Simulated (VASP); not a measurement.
# Si16O (a cell with a defect) in VASP: further runs

The runs below take Si16O (a cell with a defect) through single point, with PBE+D3(BJ).

All numbers are computed with VASP 6.6.1; they aren't measurements. Logs are shortened: lines on timing, memory, paths and dates and some standing lists are left out, and cuts for length are marked.

### Step 1. The cell of the first run

The cell holds a defect, 17 atoms: a = 7.679 Å, b = 7.679 Å, c = 7.679 Å, α = 60.00°, β = 60.00°, γ = 60.00°.

### Step 2. Single point, PBE+D3(BJ), collinear spin, zero start

File INCAR:

```
PREC     = Accurate       # precision mode
ENCUT    = 520            # plane-wave cutoff, eV
EDIFF    = 1E-7           # SCF threshold, eV
ISMEAR   = -1             # smearing method
SIGMA    = 0.05           # smearing width, eV
LREAL    = Auto         
LASPH    = True           # aspherical terms in the spheres
NELM     = 150            # most SCF steps
ALGO     = Normal         # electronic algorithm
ISIF     = 2              # what is computed and relaxed
LWAVE    = False          # write WAVECAR
LCHARG   = False          # write CHGCAR
ISPIN    = 2              # spin polarisation
MAGMOM   = 0 0 0 0 0 0 0 0 0 0 0 0 0 0 0 0 0 # initial moments
LORBIT   = 11             # projections on sites
GGA      = PE             # functional
IVDW     = 12             # dispersion correction
NBANDS   = 53             # bands
```

File KPOINTS:

```
regular mesh
0
Gamma
  2 2 2
```

File POSCAR:

```
Si16O
1.0
    0.0000000000      5.4300000000      5.4300000000
    5.4300000000      0.0000000000      5.4300000000
    5.4300000000      5.4300000000      0.0000000000
Si O
16 1
Direct
   -0.0080107735     -0.0018461326     -0.0003212707
    0.1172951197      0.1194050645      0.1288406077
   -0.0039794659      0.0254326888      0.5046986188
    0.1237823204      0.1449677716      0.6269965009
   -0.0181983425      0.4919517495     -0.0294845304
    0.1106628913      0.6247903315      0.0813406077
   -0.0031616022      0.5075883057      0.4530501842
    0.1522824125      0.6576503683      0.6163542357
    0.4917996317      0.0057720074      0.0041524862
    0.6175116022      0.1354003683      0.1232987109
    0.4995093002      0.0231636280      0.4973428177
    0.6223720994      0.1428247698      0.6301872007
    0.4848890424      0.5101770718      0.0001575506
    0.6100668508      0.6309143646      0.1300418048
    0.5221302947      0.5161058011      0.5056332413
    0.6374345304      0.6483995396      0.6283678637
    0.1506960405      0.6224240331      0.4196468692
```

Potentials or basis: VASP PAW PBE potentials, release 64 (Si, O).

Run with:

```
cat potpaw_PBE.64/Si/POTCAR potpaw_PBE.64/O/POTCAR > POTCAR
mpirun -np 1 vasp_std > vasp.out
```

OUTCAR:

```text
PREC = Accurate
   ENCUT = 520
   EDIFF = 1E-7
   ISMEAR = -1
   LREAL = Auto
   LASPH = True
   NELM = 150
   ISIF = 2
   ISPIN = 2
   LORBIT = 11
   GGA = PE
   IVDW = 12
 IVDW          = 12

 ion  position               nearest neighbor table
   1  0.992  0.998  1.000-   4 2.35  10 2.35   2 2.36   6 2.37
   2  0.117  0.119  0.129-   9 2.35   1 2.36   5 2.36   3 2.37
   3  0.996  0.025  0.505-   8 2.32   4 2.32  12 2.34   2 2.37
   4  0.124  0.145  0.627-   7 2.31   3 2.32   1 2.35  11 2.36
   5  0.982  0.492  0.971-   8 2.32   6 2.34  14 2.36   2 2.36
   6  0.111  0.625  0.081-   7 2.33   5 2.34   1 2.37  13 2.38
   7  0.997  0.508  0.453-  17 1.66  16 2.31   4 2.31   6 2.33   8 2.94
   8  0.152  0.658  0.616-  17 1.67   3 2.32   5 2.32  15 2.32   7 2.94
   9  0.492  0.006  0.004-  12 2.35  10 2.35   2 2.35  14 2.35
  10  0.618  0.135  0.123-   9 2.35  11 2.35   1 2.35  13 2.35
  11  0.500  0.023  0.497-  10 2.35  16 2.35  12 2.35   4 2.36
  12  0.622  0.143  0.630-   3 2.34  15 2.35   9 2.35  11 2.35
  13  0.485  0.510  0.000-  16 2.35  10 2.35  14 2.36   6 2.38
  14  0.610  0.631  0.130-   9 2.35   5 2.36  13 2.36  15 2.38
  15  0.522  0.516  0.506-   8 2.32  16 2.32  12 2.35  14 2.38
  16  0.637  0.648  0.628-   7 2.31  15 2.32  13 2.35  11 2.35
  17  0.151  0.622  0.420-   7 1.66   8 1.67

  LATTYP: Found a face centered cubic cell.
 ALAT       =    10.8600000000

  Lattice vectors:

 A1 = (   0.0000000000,   5.4300000000,   5.4300000000)
 A2 = (   5.4300000000,   0.0000000000,   5.4300000000)
 A3 = (   5.4300000000,   5.4300000000,   0.0000000000)

Analysis of symmetry for initial positions (statically):
=====================================================================
 Subroutine PRICEL returns:
 Original cell was already a primitive cell.

 Routine SETGRP: Setting up the symmetry group for a
 face centered cubic supercell.

 Subroutine GETGRP returns: Found  1 space group operations
 (whereof  1 operations were pure point group operations)
 out of a pool of 48 trial point group operations.

The static configuration has the point symmetry C_1 .

Analysis of symmetry for dynamics (positions and initial velocities):
=====================================================================
 Subroutine PRICEL returns:
 Original cell was already a primitive cell.

 Routine SETGRP: Setting up the symmetry group for a
 face centered cubic supercell.

 Subroutine GETGRP returns: Found  1 space group operations
 (whereof  1 operations were pure point group operations)
 out of a pool of 48 trial point group operations.

The dynamic configuration has the point symmetry C_1 .

Analysis of structural, dynamic, and magnetic symmetry:
=====================================================================
 Subroutine PRICEL returns:
 Original cell was already a primitive cell.

 Routine SETGRP: Setting up the symmetry group for a
 face centered cubic supercell.

 Subroutine GETGRP returns: Found  1 space group operations
 (whereof  1 operations were pure point group operations)
 out of a pool of 48 trial point group operations.

The overall configuration has the point symmetry C_1 .

 Subroutine INISYM returns: Found  1 space group operations
 (whereof  1 operations are pure point group operations),
 and found     1 'primitive' translations

----------------------------------------------------------------------------------------

                                     Primitive cell

  volume of cell :     320.2060

  direct lattice vectors                    reciprocal lattice vectors
     0.000000000  5.430000000  5.430000000    -0.092081031  0.092081031  0.092081031
     5.430000000  0.000000000  5.430000000     0.092081031 -0.092081031  0.092081031
     5.430000000  5.430000000  0.000000000     0.092081031  0.092081031 -0.092081031

  length of vectors
     7.679179644  7.679179644  7.679179644     0.159489025  0.159489025  0.159489025

  position of ions in fractional coordinates (direct lattice)
     0.991989227  0.998153867  0.999678729
     0.117295120  0.119405065  0.128840608
     0.996020534  0.025432689  0.504698619
     0.123782320  0.144967772  0.626996501
     0.981801658  0.491951749  0.970515470
     0.110662891  0.624790332  0.081340608
[... 9 lines left out ...]
     0.637434530  0.648399540  0.628367864
     0.150696041  0.622424033  0.419646869

  ion indices of the primitive-cell ions
   primitive index   ion index
                 1           1
                 2           2
                 3           3
                 4           4
                 5           5
                 6           6
[... 9 lines left out ...]
                16          16
                17          17

[... 30 lines left out ...]
  0.000000  0.500000  0.000000      1.000000
  0.000000  0.000000  0.500000      1.000000
  0.500000  0.500000  0.500000      1.000000
  0.500000  0.500000  0.000000      1.000000
  0.000000  0.500000  0.500000      1.000000
  0.500000  0.000000  0.500000      1.000000
   k-points           NKPTS =      8   k-points in BZ     NKDIM =      8   number of bands    NBANDS=     53
   number of dos      NEDOS =    301   number of ions     NIONS =     17
   total plane-waves  NPLWV = 216000
   dimension x,y,z NGX =    60 NGY =   60 NGZ =   60
   dimension x,y,z NGXF=   120 NGYF=  120 NGZF=  120
   ions per type =              16   1
   NGX,Y,Z   is equivalent  to a cutoff of  12.99, 12.99, 12.99 a.u.
   NGXF,Y,Z  is equivalent  to a cutoff of  25.98, 25.98, 25.98 a.u.
 SYSTEM =  unknown system
   PREC   = accura    normal or accurate (medium, high low for compatibility)
   ISTART =      0    job   : 0-new  1-cont  2-samecut
   ICHARG =      2    charge: 1-file 2-atom 10-const
   ISPIN  =      2    spin polarized calculation?
   LNONCOLLINEAR =      F non collinear calculations
   LSORBIT =      F    spin-orbit coupling
   LASPH  =      T    aspherical Exc in radial PAW
   ENCUT  =  520.0 eV  38.22 Ry    6.18 a.u.  14.28 14.28 14.28*2*pi/ulx,y,z
   NELM   =    150;   NELMIN=  2; NELMDL= -5     # of ELM steps
   EDIFF  = 0.1E-06   stopping-criterion for ELM
   LREAL  =      T    real-space projection
   EDIFFG = 0.1E-05   stopping-criterion for IOM
   NSW    =      0    number of steps for IOM
   IBRION =     -1    ionic relax: 0-MD 1-quasi-New 2-CG
   NFREE  =      0    steps in history (QN), initial steepest desc. (CG)
   ISIF   =      2    stress and relaxation
   ISYM   =      2    0-nonsym 1-usesym 2-fastsym
   POTIM  = 0.5000    time-step for ionic-motion
   TEBEG  =    0.0;   TEEND  =   0.0 temperature during run
   PSTRESS=    0.0 pullay stress
   NELECT =      70.0000    total number of electrons
   NUPDOWN=      -1.0000    fix difference up-down
   EMIN   =  10.00;   EMAX   =-10.00  energy-range for DOS
   EFERMI =   0.00;   METHOD = LEGACY
   ISMEAR =    -1;   SIGMA  =   0.05  broadening in eV -4-tet -1-fermi 0-gaus
   EFERMI_NEDOS =   21; number of points for ismear=-14 and -15
   IALGO  =     38    algorithm
   IMIX   =      4    mixing-type and parameters
     AMIX     =   0.40;   BMIX     =  1.00
     AMIX_MAG =   1.60;   BMIX_MAG =  1.00
  volume/ion in A,a.u.               =      18.84       127.11
  Fermi-wavevector in a.u.,A,eV,Ry     =   0.986199  1.863645 13.232857  0.972588
  Thomas-Fermi vector in A             =   2.117562
   LORBIT       =     11    0 simple, 1 ext, 2 COOP (PROOUT), +10 PAW based schemes
   GGA     = PE    functional components
   LHFCALC =     F    Hartree Fock is set to
   AEXX    =    0.0000 exact exchange contribution
   IVDW    =    12    specifies the selected vdW correction
   LEPSILON=     F    determine dielectric tensor
   LRPA    =     F    only Hartree local field effects (RPA)
 spin polarized calculation
  energy-cutoff  :      520.00
  volume of cell :      320.21
 maximum number of plane-waves:      8646
 NGX is ok and might be reduce to    60
   NGX = 29   NGY = 29   NGZ = 29

 number of electron      69.9999999 magnetization       0.0000000

 number of electron      69.9999999 magnetization      -0.0000000

 Free energy of the ion-electron system (eV)
  ---------------------------------------------------
  ext. energy  EPLUGINS =         0.00000000
  ---------------------------------------------------
  free energy    TOTEN  =       -92.68750757 eV

  energy without entropy =      -92.68612299  energy(sigma->0) =      -92.68681528

 E-fermi :   6.1393     XC(G=0):  -9.5321

 val. band max:        5.8812647913   @ k =   0.0000   0.0000   0.0000
 cond. band min:       6.3749261723   @ k =   0.0000   0.0000   0.0000
 fundamental gap:      0.4936613810
 Fermi energy:         6.1393062910

 spin component 1

 k-point     1 :       0.0000    0.0000    0.0000
  band No.  band energies     occupation
      1     -14.4403      1.00000
      2      -5.8100      1.00000
      3      -4.3804      1.00000
      4      -3.6890      1.00000
      5      -3.6636      1.00000
      6      -3.3253      1.00000
[... 389 lines left out ...]
     46      10.3330      0.00000
     47      10.4149      0.00000
 Fermi energy:         6.1393062910

 spin component 2

 k-point     1 :       0.0000    0.0000    0.0000
  band No.  band energies     occupation
      1     -14.4403      1.00000
      2      -5.8100      1.00000
      3      -4.3804      1.00000
      4      -3.6890      1.00000
      5      -3.6636      1.00000
      6      -3.3253      1.00000
[... 389 lines left out ...]
     46      10.3330      0.00000
     47      10.4149      0.00000
 [bands above 47 left out]

------------------------ aborting loop because EDIFF is reached ----------------------------------------

 Edisp (eV)   -5.21745

 E8    (eV) :    -2.1449

  FORCE on cell =-STRESS in cart. coord.  units (eV):
  Direction    XX          YY          ZZ          XY          YZ          ZX
  --------------------------------------------------------------------------------------
  -------------------------------------------------------------------------------------
  Total       3.46248     3.72710     3.07698     1.79131     2.81349     3.01535
  in kB      17.32480    18.64885    15.39592     8.96299    14.07755    15.08754
  external pressure =       17.12 kB  Pullay stress =        0.00 kB

 VOLUME and BASIS-vectors are now :
 -----------------------------------------------------------------------------
  energy-cutoff  :      520.00
  volume of cell :      320.21
      direct lattice vectors                 reciprocal lattice vectors
     0.000000000  5.430000000  5.430000000    -0.092081031  0.092081031  0.092081031
     5.430000000  0.000000000  5.430000000     0.092081031 -0.092081031  0.092081031
     5.430000000  5.430000000  0.000000000     0.092081031  0.092081031 -0.092081031

 POSITION                                       TOTAL-FORCE (eV/Angst)
 -----------------------------------------------------------------------------------
     10.84823     10.81476     10.80648        -0.001103     -0.004751     -0.000106
      1.34797      1.33652      1.28528        -0.002897     -0.000591      0.003002
      2.87861      8.14891      5.54649        -0.009733     -0.003333     -0.010310
      4.19177      4.07673      1.45931        -0.007080     -0.008272     -0.007428
      7.94120     10.60108      8.00248         0.008690      0.006349      0.007457
      3.83429      1.04258      3.99351         0.010185      0.006412     -0.000281
[... 9 lines left out ...]
      6.93285      6.87331      6.98208        -0.001125     -0.001793      0.001423
      5.65844      3.09696      4.19804        -0.005803      0.023847      0.009999
 -----------------------------------------------------------------------------------
    total drift:                                0.000722      0.001373      0.006910

  FREE ENERGIE OF THE ION-ELECTRON SYSTEM (eV)
  ---------------------------------------------------
  free  energy   TOTEN  =       -97.9049572196 eV

  energy  without entropy=      -97.9035726408  energy(sigma->0) =      -97.90426493

 total charge

# of ion       s       p       d       tot
------------------------------------------
    1        0.741   0.947   0.000   1.688
    2        0.742   0.942   0.000   1.684
    3        0.746   0.972   0.000   1.718
    4        0.744   0.979   0.000   1.722
    5        0.746   0.963   0.000   1.709
    6        0.750   0.951   0.000   1.700
[... 9 lines left out ...]
   16        0.744   0.976   0.000   1.720
   17        1.576   3.598   0.000   5.174
--------------------------------------------------
tot         13.461  18.891   0.000  32.352

 magnetization (x)

# of ion       s       p       d       tot
------------------------------------------
    1        0.000   0.000   0.000   0.000
    2        0.000   0.000   0.000   0.000
    3        0.000   0.000   0.000   0.000
    4        0.000   0.000   0.000   0.000
    5        0.000   0.000   0.000   0.000
    6        0.000   0.000   0.000   0.000
[... 9 lines left out ...]
   16        0.000   0.000   0.000   0.000
   17        0.000  -0.000   0.000  -0.000
--------------------------------------------------
tot          0.000   0.000   0.000   0.000
```

Run time: 8.7 min. Hardware: 1 thread of Intel Xeon Platinum 8488C (Sapphire Rapids), shared host; peak memory 0.71 GiB.

What came out:

```yaml
Free_energy: -97.9050 eV
Pressure: 1.7 GPa
Largest_force: 0.072 eV/Å
Band_gap_on_the_k_mesh: 0.49 eV
Net_moment: 0.00 μB per cell
Valence_electrons_inside_the_program's_atomic_spheres: Si 1.69, 1.68, 1.72, 1.71, 1.70 (each value once); O 5.17
Dispersion_energy_per_atom: -0.307 eV
```

Forces in eV/Å, atoms in the order of the input:
```
Si  -0.001 -0.005  0.000
Si  -0.003 -0.001  0.003
Si  -0.010 -0.003 -0.010
Si  -0.007 -0.008 -0.007
Si   0.009  0.006  0.007
Si   0.010  0.006  0.000
Si  -0.039 -0.039 -0.047
Si   0.033  0.039  0.038
Si  -0.001 -0.002  0.003
Si   0.001 -0.001  0.000
Si   0.003 -0.003  0.004
Si  -0.002 -0.002 -0.003
Si   0.001  0.002  0.000
Si   0.002 -0.005  0.003
Si   0.011 -0.006 -0.002
Si  -0.001 -0.002  0.001
O   -0.006  0.024  0.010
```

Caveat: the k points lie up to 0.50 Å⁻¹ apart.

(Continued in part 2 of 2.)
